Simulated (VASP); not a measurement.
# NbCd3 (Pm-3m) in VASP: notebook, part 2 of 2

VASP 6.6.1. Earlier steps stand in the parts before.

## Step 3: Electric field gradients, LDA

Contents of INCAR:

```
PREC = Accurate
ENCUT = 520
EDIFF = 1E-8
ISMEAR = -1
SIGMA = 0.08
LREAL = F
LASPH = T
NELM = 80
ALGO = Normal
ISIF = 2
LWAVE = F
LCHARG = F
GGA = CA
LEFG = T
NBANDS = 32
```

Contents of KPOINTS:

```
regular mesh
0
Gamma
  9 9 9
```

Contents of POSCAR:

```
NbCd3
1.0
    4.2150000000      0.0000000000      0.0000000000
    0.0000000000      4.2150000000      0.0000000000
    0.0000000000      0.0000000000      4.2150000000
Nb Cd
1 3
Direct
    0.0000000000      0.0000000000      0.0000000000
    0.0000000000      0.5000000000      0.5000000000
    0.5000000000      0.0000000000      0.5000000000
    0.5000000000      0.5000000000      0.0000000000
```

Potentials or basis: VASP PAW LDA potentials, release 64 (Nb_sv, Cd).

Run with:

```
$ cat potpaw_LDA.64/Nb_sv/POTCAR potpaw_LDA.64/Cd/POTCAR > POTCAR
$ mpirun -np 1 vasp_std > vasp.out
```

OUTCAR:

```text
PREC = Accurate
   ENCUT = 520
   EDIFF = 1E-8
   ISMEAR = -1
   LREAL = F
   LASPH = T
   NELM = 80
   ISIF = 2
   GGA = CA

 ion  position               nearest neighbor table
   1  0.000  0.000  0.000-   2 2.98   3 2.98   4 2.98   2 2.98   3 2.98   2 2.98   4 2.98   2 2.98
                             3 2.98   4 2.98   3 2.98   4 2.98
   2  0.000  0.500  0.500-   1 2.98   3 2.98   4 2.98   1 2.98   4 2.98   1 2.98   3 2.98   1 2.98
                             3 2.98   4 2.98   4 2.98   3 2.98
   3  0.500  0.000  0.500-   1 2.98   2 2.98   4 2.98   1 2.98   4 2.98   2 2.98   4 2.98   4 2.98
                             1 2.98   2 2.98   1 2.98   2 2.98
   4  0.500  0.500  0.000-   1 2.98   2 2.98   3 2.98   2 2.98   3 2.98   1 2.98   3 2.98   3 2.98
                             1 2.98   2 2.98   2 2.98   1 2.98

  LATTYP: Found a simple cubic cell.
 ALAT       =     4.2150000000

  Lattice vectors:

 A1 = (   4.2150000000,   0.0000000000,   0.0000000000)
 A2 = (   0.0000000000,   4.2150000000,   0.0000000000)
 A3 = (   0.0000000000,   0.0000000000,   4.2150000000)

Analysis of symmetry for initial positions (statically):
=====================================================================
 Subroutine PRICEL returns:
 Original cell was already a primitive cell.

 Routine SETGRP: Setting up the symmetry group for a
 simple cubic supercell.

 Subroutine GETGRP returns: Found 48 space group operations
 (whereof 48 operations were pure point group operations)
 out of a pool of 48 trial point group operations.

The static configuration has the point symmetry O_h .

Analysis of symmetry for dynamics (positions and initial velocities):
=====================================================================
 Subroutine PRICEL returns:
 Original cell was already a primitive cell.

 Routine SETGRP: Setting up the symmetry group for a
 simple cubic supercell.

 Subroutine GETGRP returns: Found 48 space group operations
 (whereof 48 operations were pure point group operations)
 out of a pool of 48 trial point group operations.

The dynamic configuration has the point symmetry O_h .

 Subroutine INISYM returns: Found 48 space group operations
 (whereof 48 operations are pure point group operations),
 and found     1 'primitive' translations

----------------------------------------------------------------------------------------

                                     Primitive cell

  volume of cell :      74.8846

  direct lattice vectors                    reciprocal lattice vectors
     4.215000000  0.000000000  0.000000000     0.237247924  0.000000000  0.000000000
     0.000000000  4.215000000  0.000000000     0.000000000  0.237247924  0.000000000
     0.000000000  0.000000000  4.215000000     0.000000000  0.000000000  0.237247924

  length of vectors
     4.215000000  4.215000000  4.215000000     0.237247924  0.237247924  0.237247924
[... 91 lines left out ...]
   ISIF   =      2    stress and relaxation
   ISYM   =      2    0-nonsym 1-usesym 2-fastsym
   POTIM  = 0.5000    time-step for ionic-motion
   TEBEG  =    0.0;   TEEND  =   0.0 temperature during run
   PSTRESS=    0.0 pullay stress
   NELECT =      49.0000    total number of electrons
   NUPDOWN=      -1.0000    fix difference up-down
   EMIN   =  10.00;   EMAX   =-10.00  energy-range for DOS
   EFERMI =   0.00;   METHOD = LEGACY
   ISMEAR =    -1;   SIGMA  =   0.08  broadening in eV -4-tet -1-fermi 0-gaus
   EFERMI_NEDOS =   21; number of points for ismear=-14 and -15
   IALGO  =     38    algorithm
   IMIX   =      4    mixing-type and parameters
     AMIX     =   0.40;   BMIX     =  1.00
     AMIX_MAG =   1.60;   BMIX_MAG =  1.00
  volume/ion in A,a.u.               =      18.72       126.34
  Fermi-wavevector in a.u.,A,eV,Ry     =   1.421268  2.685807 27.483802  2.020002
  Thomas-Fermi vector in A             =   2.542096
   LORBIT       =      0    0 simple, 1 ext, 2 COOP (PROOUT), +10 PAW based schemes
   GGA     = CA    functional components
   LHFCALC =     F    Hartree Fock is set to
   AEXX    =    0.0000 exact exchange contribution
   IVDW    =     0    specifies the selected vdW correction
   LEPSILON=     F    determine dielectric tensor
   LRPA    =     F    only Hartree local field effects (RPA)
 non-spin polarized calculation
  energy-cutoff  :      520.00
  volume of cell :       74.88
 maximum number of plane-waves:      2029
 NGX is ok and might be reduce to    32
   NGX = 15   NGY = 15   NGZ = 15

 number of electron      49.0000039 magnetization

 Free energy of the ion-electron system (eV)
  ---------------------------------------------------
  ext. energy  EPLUGINS =         0.00000000
  ---------------------------------------------------
  free energy    TOTEN  =       -15.50181055 eV

  energy without entropy =      -15.46888257  energy(sigma->0) =      -15.48534656

 E-fermi :   5.0492     XC(G=0): -12.2599

 val. band max:        5.0398706740   @ k =   0.1111   0.0000   0.0000
 cond. band min:       5.0827566171   @ k =   0.3333   0.3333   0.0000
 fundamental gap:      0.0428859431
 Fermi energy:         5.0491893996

 k-point     1 :       0.0000    0.0000    0.0000
  band No.  band energies     occupation
      1     -49.5327      2.00000
      2     -25.7564      2.00000
      3     -25.7564      2.00000
      4     -25.7564      2.00000
      5      -4.6464      2.00000
      6      -4.4118      2.00000
[... 829 lines left out ...]
     31      11.6767      0.00000
     32      12.5460      0.00000

 [... further k-points ...]
[... 5 lines left out ...]
  --------------------------------------------------------------------------------------
  -------------------------------------------------------------------------------------
  Total       -0.7892144     -0.7892144     -0.7892144      0.0000000      0.0000000      0.0000000
  in kB      -16.8854581    -16.8854581    -16.8854581      0.0000000      0.0000000      0.0000000
  external PRESSURE =     -16.8854581 kB  Pullay stress =       0.0000000 kB

 VOLUME and BASIS-vectors are now :
 -----------------------------------------------------------------------------
  energy-cutoff  :      520.00
  volume of cell :       74.88
      direct lattice vectors                 reciprocal lattice vectors
     4.215000000  0.000000000  0.000000000     0.237247924  0.000000000  0.000000000
     0.000000000  4.215000000  0.000000000     0.000000000  0.237247924  0.000000000
     0.000000000  0.000000000  4.215000000     0.000000000  0.000000000  0.237247924

 POSITION                                       TOTAL-FORCE (eV/Angst)
 -----------------------------------------------------------------------------------
      0.00000      0.00000      0.00000         0.000000      0.000000      0.000000
      0.00000      2.10750      2.10750         0.000000      0.000000      0.000000
      2.10750      0.00000      2.10750         0.000000      0.000000      0.000000
      2.10750      2.10750      0.00000         0.000000      0.000000      0.000000
 -----------------------------------------------------------------------------------
    total drift:                                0.000000     -0.000000     -0.000000

  FREE ENERGIE OF THE ION-ELECTRON SYSTEM (eV)
  ---------------------------------------------------
  free  energy   TOTEN  =       -15.5018105537 eV

  energy  without entropy=      -15.4688825652  energy(sigma->0) =      -15.48534656

 Electric field gradients (V/A^2)
---------------------------------------------------------------------
 ion       V_xx      V_yy      V_zz      V_xy      V_xz      V_yz
---------------------------------------------------------------------
   1       0.000     0.000    -0.000    -0.000    -0.000    -0.000
   2     112.757   -56.378   -56.378    -0.000     0.000    -0.000
   3     -56.378   112.757   -56.378    -0.000    -0.000    -0.000
   4     -56.378   -56.378   112.757    -0.000    -0.000     0.000
---------------------------------------------------------------------

 Electric field gradients after diagonalization (V/A^2)
 (convention: |V_zz| > |V_xx| > |V_yy|)
----------------------------------------------------------------------
 ion       V_xx      V_yy      V_zz     asymmetry (V_yy - V_xx)/ V_zz
----------------------------------------------------------------------
   1       0.000     0.000    -0.000       0.065
   2     -56.378   -56.378   112.757       0.000
   3     -56.378   -56.378   112.757       0.000
   4     -56.378   -56.378   112.757       0.000
----------------------------------------------------------------------

           NMR quadrupolar parameters

 Cq : quadrupolar parameter    Cq=e*Q*V_zz/h
 eta: asymmetry parameters     (V_yy - V_xx)/ V_zz
 Q  : nuclear electric quadrupole moment in mb (millibarn)
----------------------------------------------------------------------
 ion       Cq(MHz)       eta       Q (mb)
----------------------------------------------------------------------
   1      -0.000       0.065       1.000
   2       0.273       0.000       1.000
   3       0.273       0.000       1.000
   4       0.273       0.000       1.000
----------------------------------------------------------------------
```

It took 26 s on 1 thread of Intel Xeon 6975P-C (Granite Rapids), shared host; peak memory 0.19 GiB.

Results:

```
Free energy : -15.5018 eV
Pressure    : -1.7 GPa
```

Levels at points of the mesh, in eV from the Fermi level:
| k point | band 20 | band 21 | band 22 | band 23 | band 24 | band 25 | band 26 | band 27 | band 28 | band 29 |
| --- | --- | --- | --- | --- | --- | --- | --- | --- | --- | --- |
| (0.00, 0.00, 0.00) | -7.51 | -0.94 | -0.94 | 0.20 | 0.20 | 0.20 | 1.30 | 1.30 | 1.30 | 5.60 |

Electric field gradients, principal values (V/Å²):
| atom | least | middle | greatest (by size) |
| --- | --- | --- | --- |
| 1 Nb | 0.000 | 0.000 | 0.000 |
| 2 Cd | -56.378 | -56.378 | 112.757 |
| 3 Cd | -56.378 | -56.378 | 112.757 |
| 4 Cd | -56.378 | -56.378 | 112.757 |

Caveat: without QUAD_EFG the Cq values of the log hold for a quadrupole moment of 1 mb, not for the nuclei.
